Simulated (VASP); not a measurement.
# InP (Fm-3m) in VASP: a series of runs, part 2 of 2

VASP 6.6.1. Earlier steps stand in the parts before.

## Step 3: Single point, PBE-based screened hybrid with 25 % exact exchange

This run uses another cell than the first one, of 20.69 Å³/atom.

POSCAR reads:

```
InP
1.0
    0.0000000000      2.7454930340      2.7454930340
    2.7454930340      0.0000000000      2.7454930340
    2.7454930340      2.7454930340      0.0000000000
In P
1 1
Direct
    0.0000000000      0.0000000000      0.0000000000
    0.5000000000      0.5000000000      0.5000000000
```

INCAR.step1 reads:

```
ALGO = Normal
EDIFF = 1E-5
ENCUT = 520
GGA = PE
ISIF = 2
ISMEAR = -1
LASPH = True
LCHARG = False
LREAL = False
LWAVE = True
NBANDS = 16
NELM = 80
PREC = Accurate
SIGMA = 0.05
```

INCAR.step2 reads:

```
AEXX = 0.25
ALGO = Normal
EDIFF = 1E-7
ENCUT = 520
GGA = PE
HFSCREEN = 0.3
ISIF = 2
ISMEAR = -1
ISTART = 1
LASPH = True
LCHARG = False
LHFCALC = True
LREAL = False
LWAVE = False
NBANDS = 16
NELM = 80
PREC = Accurate
PRECFOCK = Normal
SIGMA = 0.05
```

KPOINTS reads:

```
k-points
0
Gamma
  4 4 4
```

Potentials or basis: VASP PAW PBE potentials, release 64 (In_d, P).

Command:

```
> cat potpaw_PBE.64/In_d/POTCAR potpaw_PBE.64/P/POTCAR > POTCAR
> cp INCAR.step1 INCAR
> mpirun -np 1 vasp_std > vasp.out
> cp INCAR.step2 INCAR
> mpirun -np 1 vasp_std > vasp.out
```

OUTCAR:

```text
AEXX = 0.25
   EDIFF = 1E-7
   ENCUT = 520
   GGA = PE
   HFSCREEN = 0.3
   ISIF = 2
   ISMEAR = -1
   ISTART = 1
   LASPH = True
   LHFCALC = True
   LREAL = False
   NELM = 80
   PREC = Accurate
   PRECFOCK = Normal

 ion  position               nearest neighbor table
   1  0.000  0.000  0.000-   2 2.75   2 2.75   2 2.75   2 2.75   2 2.75   2 2.75
   2  0.500  0.500  0.500-   1 2.75   1 2.75   1 2.75   1 2.75   1 2.75   1 2.75

[... 331 lines left out ...]
     16      21.7451      0.00000

------------------------ aborting loop because EDIFF is reached ----------------------------------------

  FORCE on cell =-STRESS in cart. coord.  units (eV):
  Direction    XX          YY          ZZ          XY          YZ          ZX
  --------------------------------------------------------------------------------------
  -------------------------------------------------------------------------------------
  Total       -0.0167708     -0.0167708     -0.0167708      0.0000000      0.0000000     -0.0000000
  in kB       -0.6491925     -0.6491925     -0.6491925      0.0000000      0.0000000     -0.0000000
  external PRESSURE =      -0.6491925 kB  Pullay stress =       0.0000000 kB

 VOLUME and BASIS-vectors are now :
 -----------------------------------------------------------------------------
  energy-cutoff  :      520.00
  volume of cell :       41.39
      direct lattice vectors                 reciprocal lattice vectors
     0.000000000  2.745493034  2.745493034    -0.182116652  0.182116652  0.182116652
     2.745493034  0.000000000  2.745493034     0.182116652 -0.182116652  0.182116652
     2.745493034  2.745493034  0.000000000     0.182116652  0.182116652 -0.182116652

 POSITION                                       TOTAL-FORCE (eV/Angst)
 -----------------------------------------------------------------------------------
      0.00000      0.00000      0.00000        -0.000000      0.000000      0.000000
      2.74549      2.74549      2.74549         0.000000     -0.000000     -0.000000
 -----------------------------------------------------------------------------------
    total drift:                               -0.000001     -0.000001     -0.000001

  FREE ENERGIE OF THE ION-ELECTRON SYSTEM (eV)
  ---------------------------------------------------
  free  energy   TOTEN  =        -8.8507376577 eV

  energy  without entropy=       -8.8420900692  energy(sigma->0) =       -8.84641386
```

OUTCAR.step1:

```text
EDIFF = 1E-5
   ENCUT = 520
   GGA = PE
   ISIF = 2
   ISMEAR = -1
[... 354 lines left out ...]
 -----------------------------------------------------------------------------------
      0.00000      0.00000      0.00000         0.000000     -0.000000      0.000000
      2.74549      2.74549      2.74549         0.000000      0.000000     -0.000000
 -----------------------------------------------------------------------------------
    total drift:                               -0.000000      0.000000      0.000000

  FREE ENERGIE OF THE ION-ELECTRON SYSTEM (eV)
  ---------------------------------------------------
  free  energy   TOTEN  =        -7.6536658660 eV

  energy  without entropy=       -7.6442151274  energy(sigma->0) =       -7.64894050
```

OSZICAR.step1:

```text
N       E                     dE             d eps       ncg     rms          rms(c)
DAV:   1     0.110551439576E+03    0.11055E+03   -0.85747E+03   256   0.139E+03
DAV:   2    -0.182684880613E+01   -0.11238E+03   -0.10774E+03   280   0.311E+02
DAV:   3    -0.793207944495E+01   -0.61052E+01   -0.59774E+01   336   0.677E+01
DAV:   4    -0.807714262201E+01   -0.14506E+00   -0.14500E+00   344   0.109E+01
DAV:   5    -0.808397257070E+01   -0.68299E-02   -0.68299E-02   352   0.211E+00    0.504E+00
DAV:   6    -0.767761917797E+01    0.40635E+00   -0.61997E-01   368   0.136E+01    0.294E+00
DAV:   7    -0.765307555043E+01    0.24544E-01   -0.14734E-01   408   0.339E+00    0.122E+00
DAV:   8    -0.765356206410E+01   -0.48651E-03   -0.12531E-02   336   0.156E+00    0.218E-01
DAV:   9    -0.765366245997E+01   -0.10040E-03   -0.12117E-03   384   0.585E-01    0.104E-01
DAV:  10    -0.765366586603E+01   -0.34061E-05   -0.84702E-05   304   0.812E-02
   1 F= -.76536659E+01 E0= -.76489405E+01  d E =-.945074E-02
```

Run time: 3.6 min. Hardware: 1 thread of Intel Xeon 6975P-C (Granite Rapids), shared host; peak memory 0.27 GiB.

Results:

```yaml
Free_energy: -8.8507 eV
Pressure: -0.1 GPa
Band_gap_on_the_k_mesh: zero (bands 9 and 10 overlap by 2.55 eV)
```

Levels at points of the mesh, in eV from the Fermi level:
| k point | band 5 | band 6 | band 7 | band 8 | band 9 | band 10 | band 11 | band 12 | band 13 | band 14 |
| --- | --- | --- | --- | --- | --- | --- | --- | --- | --- | --- |
| (0.00, 0.00, 0.00) | -16.38 | -13.64 | -0.51 | -0.51 | -0.51 | 1.09 | 7.47 | 7.47 | 7.47 | 9.24 |
| (0.50, 0.00, 0.00) | -16.29 | -11.23 | -7.61 | -0.03 | -0.03 | 2.76 | 3.62 | 3.62 | 6.00 | 11.89 |
| (0.50, 0.50, 0.00) | -16.26 | -9.98 | -5.79 | -2.85 | -2.85 | -2.58 | 3.96 | 10.89 | 10.89 | 11.24 |

Caveat: the k points lie up to 0.50 Å⁻¹ apart, too coarse for converged energies and pressures of a metal; the PAW data sets were made with another functional, which shifts forces and pressure a little; spin-orbit coupling is left out, which moves the levels of the heavy elements.

## Step 4: Single point, PBEsol-based screened hybrid with 25 % exact exchange

This run uses another cell than the first one, of 21.23 Å³/atom.

POSCAR reads:

```
InP
1.0
    0.0000000000      2.7688340000      2.7688340000
    2.7688340000      0.0000000000      2.7688340000
    2.7688340000      2.7688340000      0.0000000000
In P
1 1
Direct
    0.0000000000      0.0000000000      0.0000000000
    0.5000000000      0.5000000000      0.5000000000
```

INCAR.step1 reads:

```
PREC = Accurate
ENCUT = 520
EDIFF = 1E-5
ISMEAR = -1
SIGMA = 0.05
LREAL = False
LASPH = True
NELM = 100
ALGO = Normal
ISIF = 2
LWAVE = True
LCHARG = False
GGA = PE
NBANDS = 16
```

INCAR.step2 reads:

```
PREC = Accurate
ENCUT = 520
EDIFF = 1E-6
ISMEAR = -1
SIGMA = 0.05
LREAL = False
LASPH = True
NELM = 100
ALGO = Normal
ISIF = 2
LWAVE = False
LCHARG = False
GGA = PS
LHFCALC = True
AEXX = 0.25
HFSCREEN = 0.207
PRECFOCK = Normal
ISTART = 1
NBANDS = 16
```

KPOINTS reads:

```
Automatic mesh
0
Gamma
  4 4 4
```

Command:

```
> cat potpaw_PBE.64/In_d/POTCAR potpaw_PBE.64/P/POTCAR > POTCAR
> cp INCAR.step1 INCAR
> mpirun -np 1 vasp_std > vasp.out
> cp INCAR.step2 INCAR
> mpirun -np 1 vasp_std > vasp.out
```

Run time: 3.1 min. Hardware: 1 thread of Intel Xeon 6975P-C (Granite Rapids), shared host; peak memory 0.27 GiB.

It converged, with:

```yaml
Free_energy: -9.6843 eV
Pressure: -4.7 GPa
Band_gap_on_the_k_mesh: zero (bands 9 and 10 overlap by 2.65 eV)
```

Levels at points of the mesh, in eV from the Fermi level:
| k point | band 7 | band 8 | band 9 | band 10 | band 11 | band 12 |
| --- | --- | --- | --- | --- | --- | --- |
| (0.00, 0.00, 0.00) | -0.53 | -0.53 | -0.53 | 0.90 | 7.61 | 7.61 |
| (0.50, 0.00, 0.00) | -7.66 | -0.03 | -0.03 | 2.80 | 3.70 | 3.70 |
| (0.50, 0.50, 0.00) | -5.77 | -2.84 | -2.84 | -2.67 | 4.10 | 10.79 |

Caveat: the k points lie up to 0.49 Å⁻¹ apart, too coarse for converged energies and pressures of a metal; the PAW data sets were made with another functional, which shifts forces and pressure a little; spin-orbit coupling is left out, which moves the levels of the heavy elements.

## Step 5: The runs side by side

```csv
level,cell,screening parameter,gap on the mesh (eV),pressure (GPa)
HSE06,"a = 3.877 Å, angles 60.0°, 2 atoms",0.2079 1/Å,none,-0.2
PBE-based screened hybrid with 25 % exact exchange,"a = 3.883 Å, angles 60.0°, 2 atoms",0.3 1/Å,none,-0.1
PBEsol-based screened hybrid with 25 % exact exchange,"a = 3.916 Å, angles 60.0°, 2 atoms",0.207 1/Å,none,-4.7
```

Alike in all rows: task single point; potentials or basis VASP PAW PBE potentials, release 64 (In_d, P); no spin polarisation; k mesh 4 × 4 × 4; cutoff (eV) 520; smearing fermi-dirac 0.05 eV.

Caveats: all runs use coarse meshes; the PAW data sets were made with another functional, which shifts forces and pressure a little; spin-orbit coupling is left out, which moves the levels of the heavy elements.

Absolute energies hang on the potentials; compare differences alone.
